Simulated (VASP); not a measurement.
# ZnO (P6_3mc) in VASP: notebook

ZnO is run at these levels: r2SCAN; tasks: relaxation of cell and atoms.

All numbers are computed with VASP 6.6.1; they aren't measurements. Logs are shortened: lines on timing, memory, paths and dates and some standing lists are left out, and cuts for length are marked.

**1. The cell of the first run**

Symmetry: P6_3mc, No. 186, hexagonal system. The conventional cell has a = 3.235 Å, b = 3.235 Å, c = 5.211 Å, α = 90.00°, β = 90.00°, γ = 120.00°. Zn (site symmetry 3m) has 4 O at 1.97 to 1.98 Å within 2.6 Å. O (site symmetry 3m) has 4 Zn at 1.97 to 1.98 Å within 2.6 Å.

**2. Relaxation of cell and atoms, r2SCAN, target pressure 2 GPa, at which the enthalpy is minimised**

Contents of POSCAR:

```
ZnO
1.0
    3.2351954566      0.0000000000      0.0000000000
   -1.6175977283      2.8017614516      0.0000000000
    0.0000000000      0.0000000000      5.2114259597
Zn O
2 2
Direct
    0.3333333333      0.6666666667      0.4996928418
    0.6666666667      0.3333333333     -0.0003071582
    0.6666666667      0.3333333333      0.3793171582
    0.3333333333      0.6666666667      0.8793171582
```

Contents of INCAR.step1:

```
SYSTEM = ZnO
  PREC = Accurate
  ENCUT = 600
  ISMEAR = 0
  SIGMA = 0.01
  LREAL = .False.
  LASPH = .True.
  NELM = 80
  GGA = PE
  ALGO = Normal
  EDIFF = 1E-4
  LWAVE = .True.
  LCHARG = .False.
```

Contents of INCAR.step2:

```
SYSTEM = ZnO
  PREC = Accurate
  ENCUT = 600
  EDIFF = 1E-6
  ISMEAR = 0
  SIGMA = 0.01
  LREAL = .False.
  LASPH = .True.
  NELM = 80
  ALGO = Normal
  ISIF = 3
  LWAVE = .False.
  LCHARG = .False.
  METAGGA = R2SCAN
  LMIXTAU = .True.
  IBRION = 2
  NSW = 100
  EDIFFG = -0.002
  PSTRESS = 20.0
  ISTART = 1
```

Contents of KPOINTS:

```
regular mesh
0
Gamma
  8 8 4
  0 0 0
```

Potentials or basis: VASP PAW PBE potentials, release 64 (Zn, O).

On the command line:

```console
cat potpaw_PBE.64/Zn/POTCAR potpaw_PBE.64/O/POTCAR > POTCAR
cp INCAR.step1 INCAR
mpirun -np 1 vasp_std > vasp.out
cp INCAR.step2 INCAR
mpirun -np 1 vasp_std > vasp.out
```

OUTCAR:

```text
SYSTEM = ZnO
   PREC = Accurate
   ENCUT = 600
   EDIFF = 1E-6
   ISMEAR = 0
   LREAL = .False.
   LASPH = .True.
   NELM = 80
   ISIF = 3
   METAGGA = R2SCAN
   IBRION = 2
   NSW = 100
   EDIFFG = -0.002
   PSTRESS = 20.0
   ISTART = 1

 ion  position               nearest neighbor table
   1  0.333  0.667  0.500-   3 1.97   3 1.97   3 1.97   4 1.98
   2  0.667  0.333  1.000-   4 1.97   4 1.97   4 1.97   3 1.98
   3  0.667  0.333  0.379-   1 1.97   1 1.97   1 1.97   2 1.98
   4  0.333  0.667  0.879-   2 1.97   2 1.97   2 1.97   1 1.98

  LATTYP: Found a hexagonal cell.
 ALAT       =     3.2351954566
 C/A-ratio  =     1.6108535109

  Lattice vectors:

 A1 = (   3.2351954566,   0.0000000000,   0.0000000000)
 A2 = (  -1.6175977283,   2.8017614516,   0.0000000000)
 A3 = (   0.0000000000,   0.0000000000,   5.2114259597)

Analysis of symmetry for initial positions (statically):
=====================================================================
 Subroutine PRICEL returns:
 Original cell was already a primitive cell.

 Routine SETGRP: Setting up the symmetry group for a
 hexagonal supercell.

 Subroutine GETGRP returns: Found 12 space group operations
 (whereof  6 operations were pure point group operations)
 out of a pool of 24 trial point group operations.

The static configuration has the point symmetry C_3v.
 The point group associated with its full space group is C_6v.

Analysis of symmetry for dynamics (positions and initial velocities):
=====================================================================
 Subroutine PRICEL returns:
 Original cell was already a primitive cell.

 Routine SETGRP: Setting up the symmetry group for a
 hexagonal supercell.

 Subroutine GETGRP returns: Found 12 space group operations
 (whereof  6 operations were pure point group operations)
 out of a pool of 24 trial point group operations.

The dynamic configuration has the point symmetry C_3v.
 The point group associated with its full space group is C_6v.

 Subroutine INISYM returns: Found 12 space group operations
 (whereof  6 operations are pure point group operations),
 and found     1 'primitive' translations

----------------------------------------------------------------------------------------

                                     Primitive cell

  volume of cell :      47.2376

  direct lattice vectors                    reciprocal lattice vectors
     3.235195457  0.000000000  0.000000000     0.309100335  0.178459162  0.000000000
    -1.617597728  2.801761452  0.000000000     0.000000000  0.356918323  0.000000000
     0.000000000  0.000000000  5.211425960     0.000000000  0.000000000  0.191886061

  length of vectors
     3.235195457  3.235195457  5.211425960     0.356918323  0.356918323  0.191886061

  position of ions in fractional coordinates (direct lattice)
     0.333333333  0.666666667  0.499692842
     0.666666667  0.333333333  0.999692842
     0.666666667  0.333333333  0.379317158
     0.333333333  0.666666667  0.879317158

  ion indices of the primitive-cell ions
   primitive index   ion index
                 1           1
                 2           2
                 3           3
                 4           4

----------------------------------------------------------------------------------------

 KPOINTS: regular mesh

Automatic generation of k-mesh.
 Grid dimensions read from file:
 generate k-points for:    8    8    4

 Generating k-lattice:

  Cartesian coordinates                     Fractional coordinates (reciprocal lattice)
     0.038637542  0.022307395  0.000000000     0.125000000  0.000000000  0.000000000
     0.000000000  0.044614790  0.000000000     0.000000000  0.125000000  0.000000000
     0.000000000  0.000000000  0.047971515     0.000000000  0.000000000  0.250000000

  Length of vectors
     0.044614790  0.044614790  0.047971515

  Shift w.r.t. Gamma in fractional coordinates (k-lattice)
     0.000000000  0.000000000  0.000000000

 Subroutine IBZKPT returns following result:
 ===========================================

[... 41 lines left out ...]
   TEBEG  =    0.0;   TEEND  =   0.0 temperature during run
   PSTRESS=   20.0 pullay stress
   NELECT =      36.0000    total number of electrons
   NUPDOWN=      -1.0000    fix difference up-down
   EMIN   =  10.00;   EMAX   =-10.00  energy-range for DOS
   EFERMI =   0.00;   METHOD = LEGACY
   ISMEAR =     0;   SIGMA  =   0.01  broadening in eV -4-tet -1-fermi 0-gaus
   EFERMI_NEDOS =   21; number of points for ismear=-14 and -15
   IALGO  =     38    algorithm
   IMIX   =      4    mixing-type and parameters
     AMIX     =   0.40;   BMIX     =  1.00
     AMIX_MAG =   1.60;   BMIX_MAG =  1.00
  volume/ion in A,a.u.               =      11.81        79.69
  Fermi-wavevector in a.u.,A,eV,Ry     =   1.495362  2.825824 30.424077  2.236107
  Thomas-Fermi vector in A             =   2.607516
   LORBIT       =      0    0 simple, 1 ext, 2 COOP (PROOUT), +10 PAW based schemes
   METAGGA = R2SCAN    functional components
   LHFCALC =     F    Hartree Fock is set to
   AEXX    =    0.0000 exact exchange contribution
   IVDW    =     0    specifies the selected vdW correction
   LEPSILON=     F    determine dielectric tensor
   LRPA    =     F    only Hartree local field effects (RPA)
 conjugate gradient relaxation of ions
 non-spin polarized calculation
 Gauss-broadening in eV      SIGMA  =   0.01
  energy-cutoff  :      600.00
  volume of cell :       47.24
 maximum number of plane-waves:      1595
 NGX is ok and might be reduce to    28
   NGX = 13   NGY = 13   NGZ = 21

--------------------------------------- Ionic step        1  -------------------------------------------

 number of electron      36.0000007 magnetization

 Free energy of the ion-electron system (eV)
  ---------------------------------------------------
  ext. energy  EPLUGINS =         0.00000000
  ---------------------------------------------------
  free energy    TOTEN  =       -36.32282314 eV

  energy without entropy =      -36.32282314  energy(sigma->0) =      -36.32282314

------------------------ aborting loop because EDIFF is reached ----------------------------------------

  FORCE on cell =-STRESS in cart. coord.  units (eV):
  Direction    XX          YY          ZZ          XY          YZ          ZX
  --------------------------------------------------------------------------------------
  -------------------------------------------------------------------------------------
  Total        0.2169435      0.2169435      0.1929523      0.0000000      0.0000000      0.0000000
  in kB        7.3581562      7.3581562      6.5444383      0.0000000      0.0000000      0.0000000
  external PRESSURE =     -12.9130831 kB  Pullay stress =      20.0000000 kB
[... 105 lines left out ...]
  enthalpy is  TOTEN    =       -35.7351390758 eV   P V=        0.5840532829

--------------------------------------- Ionic step        4  -------------------------------------------

 number of electron      36.0000004 magnetization

 Free energy of the ion-electron system (eV)
  ---------------------------------------------------
  ext. energy  EPLUGINS =         0.00000000
  ---------------------------------------------------
  free energy    TOTEN  =       -36.31990292 eV

  energy without entropy =      -36.31990292  energy(sigma->0) =      -36.31990292

 E-fermi :   1.0865     XC(G=0): -11.7545

 val. band max:        0.9946452611   @ k =   0.0000   0.0000   0.0000
 cond. band min:       2.2429509406   @ k =   0.0000   0.0000   0.0000
 fundamental gap:      1.2483056795
 Fermi energy:         1.0864686869

 k-point     1 :       0.0000    0.0000    0.0000
  band No.  band energies     occupation
      1     -18.2207      2.00000
      2     -17.5119      2.00000
      3      -4.9057      2.00000
      4      -4.9056      2.00000
      5      -4.8511      2.00000
      6      -4.8270      2.00000
[... 574 lines left out ...]
      6      -4.4444      2.00000
[... 14 lines left out ...]
     21      10.4875      0.00000
     22      10.4875      0.00000

 [... further k-points ...]
[... 5 lines left out ...]
  --------------------------------------------------------------------------------------
  -------------------------------------------------------------------------------------
  Total        0.5850169      0.5850169      0.5855006     -0.0000000      0.0000000      0.0000000
  in kB       20.0080658     20.0080658     20.0246072     -0.0000000      0.0000000      0.0000000
  external PRESSURE =       0.0135796 kB  Pullay stress =      20.0000000 kB
[... 19 lines left out ...]
  FREE ENERGIE OF THE ION-ELECTRON SYSTEM (eV)
  ---------------------------------------------------
  free  energy   TOTEN  =       -36.3199029224 eV

  energy  without entropy=      -36.3199029224  energy(sigma->0) =      -36.31990292

  enthalpy is  TOTEN    =       -35.7351218403 eV   P V=        0.5847810821

 reached required accuracy - stopping structural energy minimisation
```

Wall time 6.4 min (1 thread of Intel Xeon Platinum 8488C (Sapphire Rapids), shared host); peak memory 0.2 GiB.

Results:

* Free energy: -36.3199 eV
* Relaxed volume: 11.71 Å³/atom
* Relaxed cell: a = 3.226 Å, b = 3.226 Å, c = 5.196 Å, α = 90.00°, β = 90.00°, γ = 120.00°
* Space group after relaxing (to 0.1 Å): P6_3mc (No. 186)
* Energy change on relaxing (the run minimises the enthalpy): +0.7 meV/atom
* Ionic steps: 4
* Pressure after relaxing: 2.0 GPa
* Band gap on the k mesh: 1.25 eV

The path:
```tsv
step	energy change (eV)	largest force (eV/Å)	pressure (GPa)	volume (Å³)
1	0.0000	0.0077	0.71	47.24
2	0.0066	0.0030	2.88	46.59
3	0.0036	0.0003	2.20	46.79
4	0.0029	0.0013	2.00	46.85
```

Final structure:
```
Zn O
1.0
     3.22642    0.00000    0.00000
    -1.61321    2.79416    0.00000
     0.00000    0.00000    5.19638
Zn O
2 2
Direct
  0.33333 0.66667 0.49974
  0.66667 0.33333 0.99974
  0.66667 0.33333 0.37927
  0.33333 0.66667 0.87927
```

Levels at points of the mesh, in eV from the valence-band top:
| k point | band 16 | band 17 | band 18 | band 19 | band 20 | band 21 |
| --- | --- | --- | --- | --- | --- | --- |
| (0.00, 0.00, 0.00) | -0.10 | 0.00 | 0.00 | 1.25 | 5.91 | 8.86 |
| (0.50, 0.00, 0.00) | -2.36 | -1.32 | -0.88 | 6.47 | 7.37 | 8.09 |
| (0.00, 0.00, 0.50) | -0.41 | -0.41 | -0.41 | 3.96 | 3.96 | 10.87 |
| (0.50, 0.00, 0.50) | -1.57 | -1.43 | -1.43 | 6.27 | 6.27 | 9.23 |

Caveat: the cell is relaxed towards a set pressure, so the run minimises the enthalpy, not the energy; the PAW data sets were made with another functional, which shifts forces and pressure a little.

**3. Relaxation of cell and atoms, r2SCAN, target pressure 4 GPa, at which the enthalpy is minimised**

POSCAR is that of step 2.

Contents of INCAR.step1:

```
SYSTEM = ZnO
ALGO     = Normal         ! electronic algorithm
EDIFF    = 1E-4           ! SCF threshold, eV
ENCUT    = 600            ! plane-wave cutoff, eV
GGA      = PE             ! functional
ISMEAR   = 0              ! smearing method
LASPH    = .TRUE.         ! aspherical terms in the spheres
LCHARG   = .FALSE.        ! write CHGCAR
LREAL    = .FALSE.        ! projectors in reciprocal space
LWAVE    = .TRUE.         ! write WAVECAR
NELM     = 60             ! most SCF steps
PREC     = Accurate       ! precision mode
SIGMA    = 0.01           ! smearing width, eV
```

Contents of INCAR.step2:

```
SYSTEM = ZnO
ALGO     = Normal         ! electronic algorithm
EDIFF    = 1E-6           ! SCF threshold, eV
EDIFFG   = -0.002         ! ionic threshold
ENCUT    = 600            ! plane-wave cutoff, eV
IBRION   = 2              ! ionic algorithm
ISIF     = 3              ! what is computed and relaxed
ISMEAR   = 0              ! smearing method
ISTART   = 1            
LASPH    = .TRUE.         ! aspherical terms in the spheres
LCHARG   = .FALSE.        ! write CHGCAR
LMIXTAU  = .TRUE.       
LREAL    = .FALSE.        ! projectors in reciprocal space
LWAVE    = .FALSE.        ! write WAVECAR
METAGGA  = R2SCAN         ! meta-GGA
NELM     = 60             ! most SCF steps
NSW      = 100            ! ionic steps
PREC     = Accurate       ! precision mode
PSTRESS  = 40.0         
SIGMA    = 0.01           ! smearing width, eV
```

Contents of KPOINTS:

```
k-points
0
G
  8 8 4
  0 0 0
```

Potentials or basis: VASP PAW PBE potentials, release 64 (Zn, O).

On the command line:

```console
cat potpaw_PBE.64/Zn/POTCAR potpaw_PBE.64/O/POTCAR > POTCAR
cp INCAR.step1 INCAR
mpirun -np 1 vasp_std > vasp.out
cp INCAR.step2 INCAR
mpirun -np 1 vasp_std > vasp.out
```

Wall time 11 min (1 thread of Intel Xeon Platinum 8488C (Sapphire Rapids), shared host); peak memory 0.21 GiB.

It converged, with:

```
Free energy                                                : -36.3098 eV
Relaxed volume                                             : 11.57 Å³/atom
Relaxed cell                                               : a = 3.213 Å, b = 3.213 Å, c = 5.175 Å, α = 90.00°, β = 90.00°, γ = 120.00°
Space group after relaxing (to 0.1 Å)                      : P6_3mc (No. 186)
Energy change on relaxing (the run minimises the enthalpy) : +3.3 meV/atom
Ionic steps                                                : 9
Pressure after relaxing                                    : 4.0 GPa
Band gap on the k mesh                                     : 1.27 eV
```

The path:
```
step  energy change (eV)  largest force (eV/Å)  pressure (GPa)  volume (Å³)
   1              0.0000                0.0077            0.71        47.24
   2              0.0345                0.0057            6.56        45.60
   3              0.0145                0.0009            4.15        46.21
   4              0.0135                0.0005            4.08        46.26
   5              0.0123                0.0001            3.86        46.31
   6              0.0130                0.0004            3.94        46.28
   7              0.0130                0.0000            3.98        46.27
   8              0.0130                0.0002            3.98        46.27
   9              0.0130                0.0003            3.98        46.27
```

Final structure:
```
CELL_PARAMETERS angstrom
3.21326 0.00000 0.00000
-1.60663 2.78276 0.00000
0.00000 0.00000 5.17507
ATOMIC_POSITIONS crystal
Zn 0.33333 0.66667 0.49973
Zn 0.66667 0.33333 0.99973
O 0.66667 0.33333 0.37928
O 0.33333 0.66667 0.87928
```

Levels at points of the mesh, in eV from the valence-band top:
| k point | band 14 | band 15 | band 16 | band 17 | band 18 | band 19 | band 20 | band 21 | band 22 |
| --- | --- | --- | --- | --- | --- | --- | --- | --- | --- |
| (0.00, 0.00, 0.00) | -0.84 | -0.84 | -0.10 | 0.00 | 0.00 | 1.27 | 5.96 | 8.91 | 13.84 |
| (0.50, 0.00, 0.00) | -3.67 | -2.93 | -2.41 | -1.34 | -0.90 | 6.53 | 7.39 | 8.11 | 9.47 |
| (0.00, 0.00, 0.50) | -2.26 | -0.42 | -0.42 | -0.42 | -0.42 | 3.99 | 3.99 | 10.92 | 10.92 |
| (0.50, 0.00, 0.50) | -3.83 | -1.60 | -1.60 | -1.45 | -1.45 | 6.29 | 6.29 | 9.31 | 9.31 |

Caveat: the cell is relaxed towards a set pressure, so the run minimises the enthalpy, not the energy; the PAW data sets were made with another functional, which shifts forces and pressure a little.

**4. Relaxation of cell and atoms, r2SCAN, target pressure 7 GPa, at which the enthalpy is minimised**

POSCAR is that of step 3.

Contents of INCAR.step1:

```
SYSTEM = ZnO
PREC     = Accurate       ! precision mode
ENCUT    = 600            ! plane-wave cutoff, eV
ISMEAR   = 0              ! smearing method
SIGMA    = 0.01           ! smearing width, eV
LREAL    = .False.        ! projectors in reciprocal space
LASPH    = .True.         ! aspherical terms in the spheres
NELM     = 100            ! most SCF steps
GGA      = PE             ! functional
ALGO     = Normal         ! electronic algorithm
EDIFF    = 1E-4           ! SCF threshold, eV
LWAVE    = .True.         ! write WAVECAR
LCHARG   = .False.        ! write CHGCAR
```

Contents of INCAR.step2:

```
SYSTEM = ZnO
PREC     = Accurate       ! precision mode
ENCUT    = 600            ! plane-wave cutoff, eV
EDIFF    = 1E-7           ! SCF threshold, eV
ISMEAR   = 0              ! smearing method
SIGMA    = 0.01           ! smearing width, eV
LREAL    = .False.        ! projectors in reciprocal space
LASPH    = .True.         ! aspherical terms in the spheres
NELM     = 100            ! most SCF steps
ALGO     = Normal         ! electronic algorithm
ISIF     = 3              ! what is computed and relaxed
LWAVE    = .False.        ! write WAVECAR
LCHARG   = .False.        ! write CHGCAR
METAGGA  = R2SCAN         ! meta-GGA
LMIXTAU  = .True.       
IBRION   = 2              ! ionic algorithm
NSW      = 100            ! ionic steps
EDIFFG   = -0.002         ! ionic threshold
PSTRESS  = 70.0         
ISTART   = 1
```

Contents of KPOINTS:

```
Automatic mesh
0
Gamma
  8 8 4
  0 0 0
```

On the command line:

```console
cat potpaw_PBE.64/Zn/POTCAR potpaw_PBE.64/O/POTCAR > POTCAR
cp INCAR.step1 INCAR
mpirun -np 1 vasp_std > vasp.out
cp INCAR.step2 INCAR
mpirun -np 1 vasp_std > vasp.out
```

It took 8.2 min on 1 thread of Intel Xeon Platinum 8488C (Sapphire Rapids), shared host; peak memory 0.21 GiB.

The run converged. Its results:

```
Free energy                                                : -36.2836 eV
Relaxed volume                                             : 11.37 Å³/atom
Relaxed cell                                               : a = 3.195 Å, b = 3.195 Å, c = 5.146 Å, α = 90.00°, β = 90.00°, γ = 120.00°
Space group after relaxing (to 0.1 Å)                      : P6_3mc (No. 186)
Energy change on relaxing (the run minimises the enthalpy) : +9.8 meV/atom
Ionic steps                                                : 4
Pressure after relaxing                                    : 7.0 GPa
Band gap on the k mesh                                     : 1.29 eV
```

The path:
| step | energy change (eV) | largest force (eV/Å) | pressure (GPa) | volume (Å³) |
| --- | --- | --- | --- | --- |
| 1 | 0.0000 | 0.0077 | 0.71 | 47.24 |
| 2 | 0.1211 | 0.0068 | 12.87 | 44.14 |
| 3 | 0.0412 | 0.0019 | 7.17 | 45.44 |
| 4 | 0.0393 | 0.0017 | 6.99 | 45.48 |

Final structure:
```cif
data_structure
_symmetry_space_group_name_H-M 'P 1'
_symmetry_Int_Tables_number 1
_cell_length_a 3.1948
_cell_length_b 3.1948
_cell_length_c 5.1456
_cell_angle_alpha 90.000
_cell_angle_beta 90.000
_cell_angle_gamma 120.000
_cell_volume 45.48
loop_
_atom_site_label
_atom_site_type_symbol
_atom_site_fract_x
_atom_site_fract_y
_atom_site_fract_z
_atom_site_occupancy
Zn1 Zn 0.33333 0.66667 0.49973 1
Zn2 Zn 0.66667 0.33333 0.99973 1
O1 O 0.66667 0.33333 0.37928 1
O2 O 0.33333 0.66667 0.87928 1
```

Levels at points of the mesh, in eV from the valence-band top:
```
           k point  band 14  band 15  band 16  band 17  band 18  band 19  band 20  band 21  band 22
(0.00, 0.00, 0.00)    -0.86    -0.86    -0.11     0.00     0.00     1.29     6.02     8.97    13.93
(0.50, 0.00, 0.00)    -3.73    -2.98    -2.47    -1.37    -0.92     6.60     7.41     8.13     9.59
(0.00, 0.00, 0.50)    -2.27    -0.43    -0.43    -0.43    -0.43     4.03     4.03    10.99    10.99
(0.50, 0.00, 0.50)    -3.87    -1.64    -1.64    -1.48    -1.48     6.31     6.31     9.41     9.41
```

Caveat: the cell is relaxed towards a set pressure, so the run minimises the enthalpy, not the energy; the PAW data sets were made with another functional, which shifts forces and pressure a little.

**5. The runs side by side**

| cell | gap on the mesh (eV) | pressure (GPa) |
| --- | --- | --- |
| relaxed to 2 GPa | 1.25 | 2.0 |
| relaxed to 4 GPa | 1.27 | 4.0 |
| relaxed to 7 GPa | 1.29 | 7.0 |

Alike in all rows: task relaxation of cell and atoms; level r2SCAN; potentials or basis VASP PAW PBE potentials, release 64 (Zn, O); no spin polarisation; k mesh 8 × 8 × 4; cutoff (eV) 600; smearing gaussian 0.01 eV.

Caveats: the cell is relaxed towards a set pressure, so the run minimises the enthalpy, not the energy; the PAW data sets were made with another functional, which shifts forces and pressure a little.

Absolute energies hang on the potentials; compare differences alone.
